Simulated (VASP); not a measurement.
Wanted: the native input for a VASP 6.6.1 run.

| Quantity | Value |
| --- | --- |
| Task | single point |
| Functional | PBE |
| Potentials or basis | VASP PAW PBE potentials, release 64 (Pt, Se) |
| Cutoff | 520 eV |
| k mesh | 12 × 12 × 10 |
| Occupations | gaussian, width 0.15 eV |
| Spin | no spin polarisation |
| Dipole correction | no |
| Further INCAR settings | ALGO = Normal; EDIFF = 1e-06; NBANDS = 18 |

The structure of PtSe2 lies in POSCAR:

```
PtSe2
1.0
    3.7240006046      0.0000000000      0.0000000000
   -1.8620003023      3.2250791273      0.0000000000
    0.0000000000      0.0000000000      5.0620000000
Pt Se
1 2
Direct
    0.0000000000      0.0000000000      0.0000000000
    0.3449609550      0.6899219100      0.2500000000
    0.6782942884      0.3565885767      0.7500000000
```

This cell differs from its parent crystal: all Se atoms moved +0.075 Å, as atom 2 along Cartesian [0 1 0].

One way to write it, as run:

INCAR

```
ALGO     = Normal         # electronic algorithm
EDIFF    = 1E-6           # SCF threshold, eV
ENCUT    = 520            # plane-wave cutoff, eV
GGA      = PE             # functional
ISIF     = 2              # what is computed and relaxed
ISMEAR   = 0              # smearing method
LASPH    = True           # aspherical terms in the spheres
LCHARG   = False          # write CHGCAR
LREAL    = False          # projectors in reciprocal space
LWAVE    = False          # write WAVECAR
NBANDS   = 18             # bands
NELM     = 80             # most SCF steps
PREC     = Accurate       # precision mode
SIGMA    = 0.15           # smearing width, eV
```

KPOINTS

```
k-points
0
Gamma
  12 12 10
```

Potentials or basis: VASP PAW PBE potentials, release 64 (Pt, Se).

Run with:

```bash
$ cat potpaw_PBE.64/Pt/POTCAR potpaw_PBE.64/Se/POTCAR > POTCAR
$ mpirun -np 1 vasp_std > vasp.out
```

It gave:

The pressure is 7.7 GPa and the largest force is 1.233 eV/Å. The band gap on the k mesh is zero (band 11 reaches 6.89 eV, above the bottom of band 12 at 6.55 eV).

Caveat: the cell differs from its parent crystal (all Se atoms moved +0.075 Å, as atom 2 along Cartesian [0 1 0]); spin-orbit coupling is left out, which moves the levels of the heavy elements; forces of over 1 eV/Å act on the atoms, so gaps and moduli don't describe the material at rest.

Wall time 11 min on 1 thread of AMD EPYC 7R13, with other jobs on the host, peak memory 0.5 GiB.
